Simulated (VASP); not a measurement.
Wanted: the native input for a VASP 6.6.1 run.

| Item | Value |
| --- | --- |
| Task | electric field gradients |
| Functional | PBE |
| Potentials or basis | VASP PAW PBE potentials, release 64 (Mg, S) |
| Cutoff | 520 eV |
| k mesh | 13 × 13 × 13 |
| Occupations | fermi-dirac, width 0.05 eV |
| Spin | no spin polarisation |
| Dipole correction | no |
| Further INCAR settings | ALGO = Normal; EDIFF = 1e-08; NBANDS = 11 |

The structure of MgS (zincblende type) lies in POSCAR:

```
MgS
1.0
    0.0000000000      2.8483745724      2.8483745724
    2.8483745724      0.0000000000      2.8483745724
    2.8483745724      2.8483745724      0.0000000000
Mg S
1 1
Direct
    0.0000000000      0.0000000000      0.0000000000
    0.2500000000      0.2500000000      0.2500000000
```

The input as run:

INCAR

```
SYSTEM = MgS
  ALGO = Normal
  EDIFF = 1E-8
  ENCUT = 520
  GGA = PE
  ISIF = 2
  ISMEAR = -1
  LASPH = .True.
  LCHARG = .False.
  LEFG = .True.
  LREAL = .False.
  LWAVE = .False.
  NBANDS = 11
  NELM = 60
  PREC = Accurate
  SIGMA = 0.05
```

KPOINTS

```
k-points
0
Gamma
  13 13 13
  0 0 0
```

Potentials or basis: VASP PAW PBE potentials, release 64 (Mg, S).

Command:

```sh
$ cat potpaw_PBE.64/Mg/POTCAR potpaw_PBE.64/S/POTCAR > POTCAR
$ mpirun -np 1 vasp_std > vasp.out
```

It gave:

```json
{"Pressure": "-0.1 GPa", "Band gap on the k mesh": "3.37 eV, direct"}
```

Caveat: without QUAD_EFG the Cq values of the log hold for a quadrupole moment of 1 mb, not for the nuclei.

Run time: 36 s on 1 thread of Intel(R) Xeon(R) Platinum 8259CL CPU @ 2.50GHz (Skylake/Cascade Lake), on a shared host, peak memory 0.19 GiB.
